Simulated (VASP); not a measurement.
# Ni (Im-3m) in VASP: a series of runs

Ni is run at these levels: LDA; tasks: single point.

Everything below comes from runs of VASP 6.6.1. Logs are shortened: lines on timing, memory, paths and dates and some standing lists are left out, and cuts for length are marked.

### Step 1. The cell of the first run

The structure is cubic, space group Im-3m (No. 229). Conventional cell: a = 2.767 Å, b = 2.767 Å, c = 2.767 Å, α = 90.00°, β = 90.00°, γ = 90.00°. Within 3.2 Å of Ni (site symmetry m-3m) lie 14 Ni at 2.40 to 2.77 Å.

### Step 2. Single point, LDA, collinear spin, antiferromagnetic start

The input, INCAR:

```
SYSTEM = Ni
  PREC = Accurate
  ENCUT = 520
  EDIFF = 1E-7
  ISMEAR = -1
  SIGMA = 0.05
  LREAL = .FALSE.
  LASPH = .TRUE.
  NELM = 150
  ALGO = Normal
  ISIF = 2
  LWAVE = .FALSE.
  LCHARG = .FALSE.
  ISPIN = 2
  MAGMOM = 1.5 -1.5
  LORBIT = 11
  LMAXMIX = 4
  NBANDS = 21
```

The input, KPOINTS:

```
regular mesh
0
G
  11 11 11
  0 0 0
```

The input, POSCAR:

```
Ni
1.0
    2.7674309400      0.0000000000      0.0000000000
    0.0000000000      2.7674309400      0.0000000000
    0.0000000000      0.0000000000      2.7674309400
Ni
2
Direct
    0.0000000000      0.0000000000      0.0000000000
    0.5000000000      0.5000000000      0.5000000000
```

Potentials or basis: VASP PAW LDA potentials, release 64 (Ni).

On the command line:

```
> cat potpaw_LDA.64/Ni/POTCAR > POTCAR
> mpirun -np 1 vasp_std > vasp.out
```

OUTCAR:

```text
SYSTEM = Ni
   PREC = Accurate
   ENCUT = 520
   EDIFF = 1E-7
   ISMEAR = -1
   LREAL = .FALSE.
   LASPH = .TRUE.
   NELM = 150
   ISIF = 2
   ISPIN = 2
   LORBIT = 11

 ion  position               nearest neighbor table
   1  0.000  0.000  0.000-   2 2.40   2 2.40   2 2.40   2 2.40   2 2.40   2 2.40   2 2.40   2 2.40

   2  0.500  0.500  0.500-   1 2.40   1 2.40   1 2.40   1 2.40   1 2.40   1 2.40   1 2.40   1 2.40

  LATTYP: Found a simple cubic cell.
 ALAT       =     2.7674309400

  Lattice vectors:

 A1 = (   2.7674309400,   0.0000000000,   0.0000000000)
 A2 = (   0.0000000000,   2.7674309400,   0.0000000000)
 A3 = (   0.0000000000,   0.0000000000,   2.7674309400)

Analysis of symmetry for initial positions (statically):
=====================================================================
 Subroutine PRICEL returns following result:

  LATTYP: Found a body centered cubic cell.
 ALAT       =     2.7674309400

  Lattice vectors:

 A1 = (   1.3837154700,   1.3837154700,  -1.3837154700)
 A2 = (  -1.3837154700,   1.3837154700,   1.3837154700)
 A3 = (   1.3837154700,  -1.3837154700,   1.3837154700)

   2 primitive cells build up your supercell.

 Routine SETGRP: Setting up the symmetry group for a
 simple cubic supercell.

 Subroutine GETGRP returns: Found 48 space group operations
 (whereof 48 operations were pure point group operations)
 out of a pool of 48 trial point group operations.

The static configuration has the point symmetry O_h .

Analysis of symmetry for dynamics (positions and initial velocities):
=====================================================================
 Subroutine PRICEL returns following result:

  LATTYP: Found a body centered cubic cell.
 ALAT       =     2.7674309400

  Lattice vectors:

 A1 = (   1.3837154700,   1.3837154700,  -1.3837154700)
 A2 = (  -1.3837154700,   1.3837154700,   1.3837154700)
 A3 = (   1.3837154700,  -1.3837154700,   1.3837154700)

   2 primitive cells build up your supercell.

 Routine SETGRP: Setting up the symmetry group for a
 simple cubic supercell.

 Subroutine GETGRP returns: Found 48 space group operations
 (whereof 48 operations were pure point group operations)
 out of a pool of 48 trial point group operations.

The dynamic configuration has the point symmetry O_h .

Analysis of structural, dynamic, and magnetic symmetry:
=====================================================================
 Subroutine PRICEL returns following result:

  LATTYP: Found a body centered cubic cell.
 ALAT       =     2.7674309400

  Lattice vectors:

 A1 = (   1.3837154700,   1.3837154700,  -1.3837154700)
 A2 = (  -1.3837154700,   1.3837154700,   1.3837154700)
 A3 = (   1.3837154700,  -1.3837154700,   1.3837154700)

   2 primitive cells build up your supercell.

 Routine SETGRP: Setting up the symmetry group for a
 simple cubic supercell.

 Subroutine GETGRP returns: Found 48 space group operations
 (whereof 48 operations were pure point group operations)
 out of a pool of 48 trial point group operations.

The overall configuration has the point symmetry O_h .

 Subroutine INISYM returns: Found 48 space group operations
 (whereof 48 operations are pure point group operations),
 and found     2 'primitive' translations

----------------------------------------------------------------------------------------

                                     Primitive cell

  volume of cell :      10.5974

  direct lattice vectors                    reciprocal lattice vectors
     1.383715470  1.383715470 -1.383715470     0.361345964  0.361345964  0.000000000
    -1.383715470  1.383715470  1.383715470    -0.000000000  0.361345964  0.361345964
     1.383715470 -1.383715470  1.383715470     0.361345964  0.000000000  0.361345964

  length of vectors
     2.396665497  2.396665497  2.396665497     0.511020363  0.511020363  0.511020363

  position of ions in fractional coordinates (direct lattice)
     0.000000000  0.000000000  0.000000000

  ion indices of the primitive-cell ions
   primitive index   ion index
                 1           1

----------------------------------------------------------------------------------------

 KPOINTS: regular mesh

Automatic generation of k-mesh.
 Grid dimensions read from file:
 generate k-points for:   11   11   11

 Generating k-lattice:

  Cartesian coordinates                     Fractional coordinates (reciprocal lattice)
     0.032849633  0.000000000  0.000000000     0.090909091  0.000000000  0.000000000
     0.000000000  0.032849633  0.000000000     0.000000000  0.090909091  0.000000000
     0.000000000  0.000000000  0.032849633     0.000000000  0.000000000  0.090909091

  Length of vectors
     0.032849633  0.032849633  0.032849633

  Shift w.r.t. Gamma in fractional coordinates (k-lattice)
     0.000000000  0.000000000  0.000000000

 Subroutine IBZKPT returns following result:
 ===========================================

 Found     56 irreducible k-points:

 Following reciprocal coordinates:
            Coordinates               Weight
  0.000000  0.000000  0.000000      1.000000
  0.090909  0.000000  0.000000      6.000000
  0.181818  0.000000  0.000000      6.000000
  0.272727  0.000000  0.000000      6.000000
  0.363636  0.000000  0.000000      6.000000
  0.454545  0.000000  0.000000      6.000000
[... 16 lines left out ...]
  0.181818  0.090909  0.090909     24.000000
  0.272727  0.090909  0.090909     24.000000
 [... further k-points ...]
   k-points           NKPTS =     56   k-points in BZ     NKDIM =     56   number of bands    NBANDS=     21
   number of dos      NEDOS =    301   number of ions     NIONS =      2
   total plane-waves  NPLWV =  13824
   dimension x,y,z NGX =    24 NGY =   24 NGZ =   24
   dimension x,y,z NGXF=    48 NGYF=   48 NGZF=   48
   ions per type =               2
   NGX,Y,Z   is equivalent  to a cutoff of  14.42, 14.42, 14.42 a.u.
   NGXF,Y,Z  is equivalent  to a cutoff of  28.83, 28.83, 28.83 a.u.
 SYSTEM =  Ni
   PREC   = accura    normal or accurate (medium, high low for compatibility)
   ISTART =      0    job   : 0-new  1-cont  2-samecut
   ICHARG =      2    charge: 1-file 2-atom 10-const
   ISPIN  =      2    spin polarized calculation?
   LNONCOLLINEAR =      F non collinear calculations
   LSORBIT =      F    spin-orbit coupling
   LASPH  =      T    aspherical Exc in radial PAW
   ENCUT  =  520.0 eV  38.22 Ry    6.18 a.u.   5.15  5.15  5.15*2*pi/ulx,y,z
   NELM   =    150;   NELMIN=  2; NELMDL= -5     # of ELM steps
   EDIFF  = 0.1E-06   stopping-criterion for ELM
   LREAL  =      F    real-space projection
   EDIFFG = 0.1E-05   stopping-criterion for IOM
   NSW    =      0    number of steps for IOM
   IBRION =     -1    ionic relax: 0-MD 1-quasi-New 2-CG
   NFREE  =      0    steps in history (QN), initial steepest desc. (CG)
   ISIF   =      2    stress and relaxation
   ISYM   =      2    0-nonsym 1-usesym 2-fastsym
   POTIM  = 0.5000    time-step for ionic-motion
   TEBEG  =    0.0;   TEEND  =   0.0 temperature during run
   PSTRESS=    0.0 pullay stress
   NELECT =      20.0000    total number of electrons
   NUPDOWN=      -1.0000    fix difference up-down
   EMIN   =  10.00;   EMAX   =-10.00  energy-range for DOS
   EFERMI =   0.00;   METHOD = LEGACY
   ISMEAR =    -1;   SIGMA  =   0.05  broadening in eV -4-tet -1-fermi 0-gaus
   EFERMI_NEDOS =   21; number of points for ismear=-14 and -15
   IALGO  =     38    algorithm
   IMIX   =      4    mixing-type and parameters
     AMIX     =   0.40;   BMIX     =  1.00
     AMIX_MAG =   1.60;   BMIX_MAG =  1.00
  volume/ion in A,a.u.               =      10.60        71.51
  Fermi-wavevector in a.u.,A,eV,Ry     =   1.605738  3.034405 35.081190  2.578395
  Thomas-Fermi vector in A             =   2.702037
   LORBIT       =     11    0 simple, 1 ext, 2 COOP (PROOUT), +10 PAW based schemes
   GGA     = CA    functional components
   LHFCALC =     F    Hartree Fock is set to
   AEXX    =    0.0000 exact exchange contribution
   IVDW    =     0    specifies the selected vdW correction
   LEPSILON=     F    determine dielectric tensor
   LRPA    =     F    only Hartree local field effects (RPA)
 spin polarized calculation
  energy-cutoff  :      520.00
  volume of cell :       21.19
 maximum number of plane-waves:       587
 NGX is ok and might be reduce to    24
   NGX = 11   NGY = 11   NGZ = 11

 number of electron      19.9999999 magnetization      -0.0000000

 number of electron      19.9999999 magnetization       0.0000000

 Free energy of the ion-electron system (eV)
  ---------------------------------------------------
  ext. energy  EPLUGINS =         0.00000000
  ---------------------------------------------------
  free energy    TOTEN  =       -12.92976242 eV

  energy without entropy =      -12.89674294  energy(sigma->0) =      -12.91325268

 E-fermi :   9.2359     XC(G=0): -13.7660

 val. band max:        9.2353963794   @ k =   0.1818   0.0000   0.0000
 cond. band min:       9.2368613991   @ k =   0.2727   0.0909   0.0909
 fundamental gap:      0.0014650197
 Fermi energy:         9.2359322971

 spin component 1

 k-point     1 :       0.0000    0.0000    0.0000
  band No.  band energies     occupation
      1       0.2641      1.00000
      2       5.1572      1.00000
      3       5.1572      1.00000
      4       7.2503      1.00000
      5       7.2503      1.00000
      6       7.2503      1.00000
[... 550 lines left out ...]
      5       7.0947      1.00000
      6       7.9318      1.00000
[... 13 lines left out ...]
     20      35.2940      0.00000
     21      36.2172      0.00000

 [... further k-points ...]

 spin component 2

 k-point     1 :       0.0000    0.0000    0.0000
  band No.  band energies     occupation
      1       0.2641      1.00000
      2       5.1572      1.00000
      3       5.1572      1.00000
      4       7.2503      1.00000
      5       7.2503      1.00000
      6       7.2503      1.00000
[... 550 lines left out ...]
      5       7.0947      1.00000
      6       7.9318      1.00000
[... 13 lines left out ...]
     20      35.2940      0.00000
     21      36.2172      0.00000

 [... further k-points ...]

------------------------ aborting loop because EDIFF is reached ----------------------------------------

  FORCE on cell =-STRESS in cart. coord.  units (eV):
  Direction    XX          YY          ZZ          XY          YZ          ZX
  --------------------------------------------------------------------------------------
  -------------------------------------------------------------------------------------
  Total       -1.5763909     -1.5763909     -1.5763909     -0.0000000      0.0000000     -0.0000000
  in kB     -119.1637414   -119.1637414   -119.1637414     -0.0000000      0.0000000     -0.0000000
  external PRESSURE =    -119.1637414 kB  Pullay stress =       0.0000000 kB

 VOLUME and BASIS-vectors are now :
 -----------------------------------------------------------------------------
  energy-cutoff  :      520.00
  volume of cell :       21.19
      direct lattice vectors                 reciprocal lattice vectors
     2.767430940  0.000000000  0.000000000     0.361345964  0.000000000  0.000000000
     0.000000000  2.767430940  0.000000000     0.000000000  0.361345964  0.000000000
     0.000000000  0.000000000  2.767430940     0.000000000  0.000000000  0.361345964

 POSITION                                       TOTAL-FORCE (eV/Angst)
 -----------------------------------------------------------------------------------
      0.00000      0.00000      0.00000         0.000000      0.000000      0.000000
      1.38372      1.38372      1.38372        -0.000000     -0.000000     -0.000000
 -----------------------------------------------------------------------------------
    total drift:                                0.000000      0.000000     -0.000000

  FREE ENERGIE OF THE ION-ELECTRON SYSTEM (eV)
  ---------------------------------------------------
  free  energy   TOTEN  =       -12.9297624230 eV

  energy  without entropy=      -12.8967429382  energy(sigma->0) =      -12.91325268

 total charge

# of ion       s       p       d       tot
------------------------------------------
    1        0.503   0.510   8.360   9.372
    2        0.503   0.510   8.360   9.372
--------------------------------------------------
tot          1.005   1.019  16.720  18.745

 magnetization (x)

# of ion       s       p       d       tot
------------------------------------------
    1        0.000   0.000   0.000   0.000
    2       -0.000  -0.000  -0.000  -0.000
--------------------------------------------------
tot          0.000   0.000   0.000   0.000
```

It took 17 s on 1 thread of Intel Xeon 6975P-C (Granite Rapids), shared host; peak memory 0.15 GiB.

Results:

```yaml
Free_energy: -12.9298 eV
Pressure: -11.9 GPa
Band_gap_on_the_k_mesh: zero (filled and empty bands overlap)
Net_moment: 0.00 μB per cell
Valence_electrons_inside_the_program's_atomic_spheres: Ni 9.37
```

Caveat: the starting moments collapsed, and a magnetic state may lie lower.

### Step 3. Single point, LDA, collinear spin, ferromagnetic start

The input, INCAR:

```
SYSTEM = Ni
ALGO     = Normal         ! electronic algorithm
EDIFF    = 1E-6           ! SCF threshold, eV
ENCUT    = 590            ! plane-wave cutoff, eV
GGA      = CA             ! functional
GGA_COMPAT= .False.      
ISIF     = 2              ! what is computed and relaxed
ISMEAR   = -1             ! smearing method
ISPIN    = 2              ! spin polarisation
LASPH    = .True.         ! aspherical terms in the spheres
LCHARG   = .False.        ! write CHGCAR
LMAXMIX  = 4              ! l up to which the mixer works
LORBIT   = 11             ! projections on sites
LREAL    = .False.        ! projectors in reciprocal space
LWAVE    = .False.        ! write WAVECAR
MAGMOM   = 1.5 1.5        ! initial moments
NBANDS   = 29             ! bands
NELM     = 200            ! most SCF steps
PREC     = Accurate       ! precision mode
SIGMA    = 0.05           ! smearing width, eV
```

The input, KPOINTS:

```
k-points
0
Gamma
  11 11 11
  0 0 0
```

POSCAR is that of step 2.

Potentials or basis: VASP PAW LDA potentials, release 64 (Ni_sv_GW).

On the command line:

```
> cat potpaw_LDA.64/Ni_sv_GW/POTCAR > POTCAR
> mpirun -np 1 vasp_std > vasp.out
```

It took 32 s on 1 thread of Intel Xeon 6975P-C (Granite Rapids), shared host; peak memory 0.19 GiB.

The run converged. Its results:

```
Free energy                                           : -14.6788 eV
Pressure                                              : -14.2 GPa
Net moment                                            : 0.93 μB per cell
Site moments                                          : Ni +0.48 μB
Valence electrons inside the program's atomic spheres : Ni 16.40
```

Levels at points of the mesh, in eV from the Fermi level:
Spin up:
| k point | band 15 | band 16 | band 17 | band 18 | band 19 | band 20 | band 21 | band 22 | band 23 | band 24 |
| --- | --- | --- | --- | --- | --- | --- | --- | --- | --- | --- |
| (0.00, 0.00, 0.00) | -0.80 | -0.80 | -0.12 | -0.12 | -0.12 | 9.86 | 9.86 | 9.86 | 15.98 | 15.98 |
Spin down:
```
           k point  band 14  band 15  band 16  band 17  band 18  band 19  band 20  band 21  band 22  band 23
(0.00, 0.00, 0.00)    -1.79    -0.38    -0.38     0.43     0.43     0.43     9.93     9.93     9.93    16.15
```
